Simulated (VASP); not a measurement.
Input of a VASP 6.6.1 run:

File INCAR:

```
SYSTEM = Ni
ALGO = Normal ; EDIFF = 1E-6
ENCUT = 520 ; ISIF = 2
ISMEAR = -1 ; LASPH = .TRUE.
LCHARG = .FALSE. ; LREAL = .FALSE.
LWAVE = .FALSE. ; NBANDS = 17
NELM = 100 ; PREC = Accurate
SIGMA = 0.1
```

The input KPOINTS:

```
k-points
0
G
  12 12 12
  0 0 0
```

File POSCAR:

```
Ni
1.0
    0.0000000000      2.5006340448      2.5006340448
    2.5006340448      0.0000000000      2.5006340448
    2.5006340448      2.5006340448      0.0000000000
Ni
2
Direct
    0.1250000000      0.1250000000      0.1250000000
    0.8750000000      0.8750000000      0.8750000000
```

Potentials or basis: VASP PAW LDA potentials, release 64 (Ni).

Run with:

```bash
$ cat potpaw_LDA.64/Ni/POTCAR > POTCAR
$ mpirun -np 1 vasp_std > vasp.out
```

Task: Estimate the pressure.

Result: -4.4 GPa.

Task: What does it give for the band gap on the k mesh?

Result: Zero (band 10 reaches 4.83 eV, above the bottom of band 11 at 4.51 eV).

Caveat: the run has no spin polarisation, though such a crystal can be magnetic. Spin polarisation is off, so any magnetic state and its effect on volume and gap are missing.
